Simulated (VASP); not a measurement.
# AlN (I-4m2) in VASP: a series of runs, part 2 of 2

VASP 6.6.1. The steps go on from the part before.

### Step 3. Dielectric tensor, r2SCAN (uniaxial z strain -3.0%)

INCAR reads:

```
SYSTEM = AlN
PREC = Accurate
ENCUT = 520
EDIFF = 1E-8
ISMEAR = 0
SIGMA = 0.01
LREAL = .FALSE.
LASPH = .TRUE.
NELM = 100
ALGO = Normal
ISIF = 2
LWAVE = .FALSE.
LCHARG = .FALSE.
METAGGA = R2SCAN
LMIXTAU = .TRUE.
LCALCEPS = .TRUE.
```

KPOINTS reads:

```
Automatic mesh
0
G
  8 8 8
  0 0 0
```

POSCAR reads:

```
AlN
1.0
    0.0000000000      2.1848764125      2.1193301201
    2.1848764125      0.0000000000      2.1193301201
    2.1848764125      2.1848764125      0.0000000000
Al N
1 1
Direct
    0.0000000000      0.0000000000      0.0000000000
    0.2500000000      0.2500000000      0.2500000000
```

Potentials or basis: VASP PAW PBE potentials, release 64 (Al, N).

The run is started by

```console
$ cat potpaw_PBE.64/Al/POTCAR potpaw_PBE.64/N/POTCAR > POTCAR
$ mpirun -np 1 vasp_std > vasp.out
```

OUTCAR:

```text
SYSTEM = AlN
   PREC = Accurate
   ENCUT = 520
   EDIFF = 1E-8
   ISMEAR = 0
   LREAL = .FALSE.
   LASPH = .TRUE.
   NELM = 100
   ISIF = 2
   METAGGA = R2SCAN

 ion  position               nearest neighbor table
   1  0.000  0.000  0.000-   2 1.87   2 1.87   2 1.87   2 1.87
   2  0.250  0.250  0.250-   1 1.87   1 1.87   1 1.87   1 1.87

  LATTYP: Found a body centered tetragonal cell.
 ALAT       =     3.0898818547
 C/A-ratio  =     1.3717871555

  Lattice vectors:

 A1 = (   0.0000000000,  -2.1848764125,  -2.1193301201)
 A2 = (   0.0000000000,   2.1848764125,  -2.1193301201)
 A3 = (   2.1848764125,   0.0000000000,   2.1193301201)

Analysis of symmetry for initial positions (statically):
=====================================================================
 Subroutine PRICEL returns:
 Original cell was already a primitive cell.

 Routine SETGRP: Setting up the symmetry group for a
 body centered tetragonal supercell.

 Subroutine GETGRP returns: Found  8 space group operations
 (whereof  8 operations were pure point group operations)
 out of a pool of 16 trial point group operations.

The static configuration has the point symmetry D_2d.

Analysis of symmetry for dynamics (positions and initial velocities):
=====================================================================
 Subroutine PRICEL returns:
 Original cell was already a primitive cell.

 Routine SETGRP: Setting up the symmetry group for a
 body centered tetragonal supercell.

 Subroutine GETGRP returns: Found  8 space group operations
 (whereof  8 operations were pure point group operations)
 out of a pool of 16 trial point group operations.

The dynamic configuration has the point symmetry D_2d.

 Subroutine INISYM returns: Found  8 space group operations
 (whereof  8 operations are pure point group operations),
 and found     1 'primitive' translations

----------------------------------------------------------------------------------------

                                     Primitive cell

  volume of cell :      20.2340

  direct lattice vectors                    reciprocal lattice vectors
     0.000000000  2.184876412  2.119330120    -0.228845896  0.228845896  0.235923604
     2.184876412  0.000000000  2.119330120     0.228845896 -0.228845896  0.235923604
     2.184876412  2.184876412  0.000000000     0.228845896  0.228845896 -0.235923604

  length of vectors
     3.043886512  3.043886512  3.089881855     0.400500730  0.400500730  0.400500730

  position of ions in fractional coordinates (direct lattice)
     0.000000000  0.000000000  0.000000000
     0.250000000  0.250000000  0.250000000

  ion indices of the primitive-cell ions
   primitive index   ion index
                 1           1
                 2           2

----------------------------------------------------------------------------------------

 KPOINTS: Automatic mesh

Automatic generation of k-mesh.
 Grid dimensions read from file:
 generate k-points for:    8    8    8

[... 79 lines left out ...]
   EFERMI_NEDOS =   21; number of points for ismear=-14 and -15
   IALGO  =     38    algorithm
   IMIX   =      4    mixing-type and parameters
     AMIX     =   0.40;   BMIX     =  1.00
     AMIX_MAG =   1.60;   BMIX_MAG =  1.00
  volume/ion in A,a.u.               =      10.12        68.27
  Fermi-wavevector in a.u.,A,eV,Ry     =   1.201556  2.270612 19.643234  1.443737
  Thomas-Fermi vector in A             =   2.337362
   LORBIT       =      0    0 simple, 1 ext, 2 COOP (PROOUT), +10 PAW based schemes
   METAGGA = R2SCAN    functional components
   LHFCALC =     F    Hartree Fock is set to
   AEXX    =    0.0000 exact exchange contribution
   IVDW    =     0    specifies the selected vdW correction
   LEPSILON=     F    determine dielectric tensor
   LRPA    =     F    only Hartree local field effects (RPA)
   LRPA       =     F
 non-spin polarized calculation
 Gauss-broadening in eV      SIGMA  =   0.01
  energy-cutoff  :      520.00
  volume of cell :       20.23
 maximum number of plane-waves:       553
   NGX = 11   NGY = 11   NGZ = 11

 Total electronic dipole moment: p[elc]=(    -0.00008    -0.00008    -0.00008 ) |e| Angst

 number of electron       7.9999999 magnetization

 Free energy of the ion-electron system (eV)
  ---------------------------------------------------
  ext. energy  EPLUGINS =         0.00000000
  ---------------------------------------------------
  free energy    TOTEN  =       -19.16216181 eV

  energy without entropy =      -19.16216181  energy(sigma->0) =      -19.16216181

 E-fermi :   6.0966     XC(G=0): -11.5524

 val. band max:        6.0556075759   @ k =   0.0000   0.0000   0.0000
 cond. band min:   10000.0000000000   @ k =   0.0000   0.0000   0.0000
 fundamental gap:   9993.9443924241
 Fermi energy:         6.0966025751

 k-point     1 :       0.0000    0.0000    0.0000
  band No.  band energies     occupation
      1      -9.9424      2.00000
      2       5.9322      2.00000
      3       5.9324      2.00000
      4       6.0556      2.00000
      5   10000.0000      0.00000
      6   10000.0000      0.00000
      7   10000.0000      0.00000
      8   10000.0000      0.00000
[... 243 lines left out ...]
 k-point    24 :       0.3750    0.0000    0.1250
  band No.  band energies     occupation
      1      -8.3669      2.00000
      2       1.4420      2.00000
      3       5.0650      2.00000
      4       5.3006      2.00000
      5   10000.0000      0.00000
      6   10000.0000      0.00000
      7   10000.0000      0.00000
      8   10000.0000      0.00000

 [... further k-points ...]

------------------------ aborting loop because EDIFF is reached ----------------------------------------

            Ionic dipole moment: p[ion]=(     5.46219     5.46219     5.29833 ) |e| Angst

 Total electronic dipole moment: p[elc]=(    -0.00008    -0.00008     0.00352 ) |e| Angst

 MACROSCOPIC STATIC DIELECTRIC TENSOR (including local field effects)
 ------------------------------------------------------
           4.193383     0.000000     0.000000
           0.000000     4.193383     0.000000
           0.000000     0.000000     4.217058
 ------------------------------------------------------

 PIEZOELECTRIC TENSOR (including local field effects) (e Angst)
          XX          YY          ZZ          XY          YZ          ZX
  --------------------------------------------------------------------------------
  x    -0.00000     0.00000     0.00000    -0.00000    -0.73380    -0.00000
  y     0.00000    -0.00000     0.00000    -0.00000     0.00000    -0.73380
  z     0.00000     0.00000     0.00000    -0.73086     0.00000     0.00000

 PIEZOELECTRIC TENSOR (including local field effects) (C/m^2)
          XX          YY          ZZ          XY          YZ          ZX
  --------------------------------------------------------------------------------
  x    -0.00000     0.00000     0.00000    -0.00000    -0.58104    -0.00000
  y     0.00000    -0.00000     0.00000    -0.00000     0.00000    -0.58104
  z     0.00000     0.00000     0.00000    -0.57871     0.00000     0.00000

 BORN EFFECTIVE CHARGES (including local field effects) (in |e|, cummulative output)
 ---------------------------------------------------------------------------------
 ion    1
    1     2.51883    -0.00000     0.00000
    2    -0.00000     2.51883     0.00000
    3     0.00000     0.00000     2.50635
 ion    2
    1    -2.51883    -0.00000     0.00000
    2     0.00000    -2.51883     0.00000
    3     0.00000     0.00000    -2.50635

  FORCE on cell =-STRESS in cart. coord.  units (eV):
  Direction    XX          YY          ZZ          XY          YZ          ZX
  --------------------------------------------------------------------------------------
  -------------------------------------------------------------------------------------
  Total        0.6349943      0.6349943      1.1310954      0.0000000      0.0000000      0.0000000
  in kB       50.2803183     50.2803183     89.5627574      0.0000000      0.0000000      0.0000000
  external PRESSURE =      63.3744647 kB  Pullay stress =       0.0000000 kB

 VOLUME and BASIS-vectors are now :
 -----------------------------------------------------------------------------
  energy-cutoff  :      520.00
  volume of cell :       20.23
      direct lattice vectors                 reciprocal lattice vectors
     0.000000000  2.184876412  2.119330120    -0.228845896  0.228845896  0.235923604
     2.184876412  0.000000000  2.119330120     0.228845896 -0.228845896  0.235923604
     2.184876412  2.184876412  0.000000000     0.228845896  0.228845896 -0.235923604

 POSITION                                       TOTAL-FORCE (eV/Angst)
 -----------------------------------------------------------------------------------
      0.00000      0.00000      0.00000         0.000000     -0.000000     -0.000000
      1.09244      1.09244      1.05967        -0.000000      0.000000      0.000000
 -----------------------------------------------------------------------------------
    total drift:                               -0.000002     -0.000002      0.000000

  FREE ENERGIE OF THE ION-ELECTRON SYSTEM (eV)
  ---------------------------------------------------
  free  energy   TOTEN  =       -19.1621618122 eV

  energy  without entropy=      -19.1621618122  energy(sigma->0) =      -19.16216181
```

OSZICAR:

```text
N       E                     dE             d eps       ncg     rms          rms(c)
DAV:   1     0.632430384544E+01    0.63243E+01   -0.42495E+03   992   0.861E+02
DAV:   2    -0.229803693161E+02   -0.29305E+02   -0.27987E+02  1240   0.151E+02
DAV:   3    -0.235266549898E+02   -0.54629E+00   -0.54629E+00  1112   0.271E+01
[... 13 lines left out ...]
DMP:   8    -0.191621617116E+02   -0.67459E-07   -0.75041E-07  1200   0.177E-06   0.197E-07
DMP:   9    -0.191621617587E+02   -0.47112E-07   -0.50533E-07  1200   0.101E-06   0.488E-07
DMP:  10    -0.191621617910E+02   -0.32349E-07   -0.24900E-07  1200   0.438E-07   0.355E-07
DMP:  11    -0.191621618057E+02   -0.14721E-07   -0.10908E-07  1200   0.216E-07   0.110E-07
DMP:  12    -0.191621618122E+02   -0.64445E-08   -0.61615E-08  1200   0.130E-07   0.459E-08
   1 F= -.19162162E+02 E0= -.19162162E+02  d E =-.553918E-12
```

Wall time 16 min (1 thread of AMD EPYC 9R45 (Zen 5), shared host); peak memory 0.26 GiB.

What came out:

```
Band gap on the k mesh                  : 3.78 eV (least direct gap 5.08 eV)
Electronic dielectric tensor (diagonal) : 4.19, 4.19, 4.22
Born charges (mean of the diagonal)     : Al +2.51; N -2.51 e
```

Electronic dielectric tensor:
```
4.19 0.00 0.00
0.00 4.19 0.00
0.00 0.00 4.22
```

Born effective charge tensors (e):
atom 1, Al
```
2.52 0.00 0.00
0.00 2.52 0.00
0.00 0.00 2.51
```
atom 2, N
```
-2.52  0.00  0.00
 0.00 -2.52  0.00
 0.00  0.00 -2.51
```

Dipole moments of the cell (e·Å, modulo the quantum): ionic 5.462, 5.462, 5.298; electronic 0.000, 0.000, 0.004

Caveat: the cell differs from its parent crystal (uniaxial z strain -3.0%); the structure was generated, so it needn't be the stable form of AlN; the PAW data sets were made with another functional, which shifts forces and pressure a little.

The gap in the log of VASP goes by the Fermi energy; the results here count the filled bands.